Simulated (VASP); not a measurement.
Write the native input for VASP 6.6.1 that does the following.

```yaml
Task: single point
Functional: PBEsol
Potentials_or_basis: VASP PAW PBE potentials, release 64 (Co, Pd)
Cutoff: 600 eV
k_mesh: 14 × 14 × 14
Occupations: fermi-dirac, width 0.1 eV
Spin: collinear spin, ferromagnetic start
Starting_moments: "[2.0, 0.0] μB"
Dipole_correction: no
Further_INCAR_settings: ALGO = Normal; EDIFF = 1e-06; NBANDS = 20
```

The structure of CoPd lies in POSCAR:

```
CoPd
1.0
    1.2174020683      0.7028674118      3.8838679858
   -1.2174020683      0.7028674118      3.8838679858
    0.0000000000     -1.4057348237      3.8838679858
Co Pd
1 1
Direct
    0.0000000000      0.0000000000      0.0000000000
    0.5000000000      0.5000000000      0.5000000000
```

One way to write it, as run:

INCAR

```
SYSTEM = CoPd
PREC = Accurate ; ENCUT = 600
EDIFF = 1E-6 ; ISMEAR = -1
SIGMA = 0.1 ; LREAL = .False.
LASPH = .True. ; NELM = 200
ALGO = Normal ; ISIF = 2
LWAVE = .False. ; LCHARG = .False.
ISPIN = 2 ; MAGMOM = 2 0
LORBIT = 11 ; LMAXMIX = 4
GGA = PS ; NBANDS = 20
GGA_COMPAT = .False.
```

KPOINTS

```
regular mesh
0
Gamma
  14 14 14
  0 0 0
```

Potentials or basis: VASP PAW PBE potentials, release 64 (Co, Pd).

Command:

```sh
$ cat potpaw_PBE.64/Co/POTCAR potpaw_PBE.64/Pd/POTCAR > POTCAR
$ mpirun -np 1 vasp_std > vasp.out
```

It gave:

```yaml
Pressure: 95.7 GPa
Net_moment: 1.89 μB per cell
Site_moments: Co +1.57; Pd +0.28 μB
```

Caveat: the cell stands under pressure; the PAW data sets were made with another functional, which shifts forces and pressure a little.

Wall time 7 min on 1 thread of AMD EPYC 9R45 96-Core Processor (Zen 5) (shared host), peak memory 0.4 GiB.
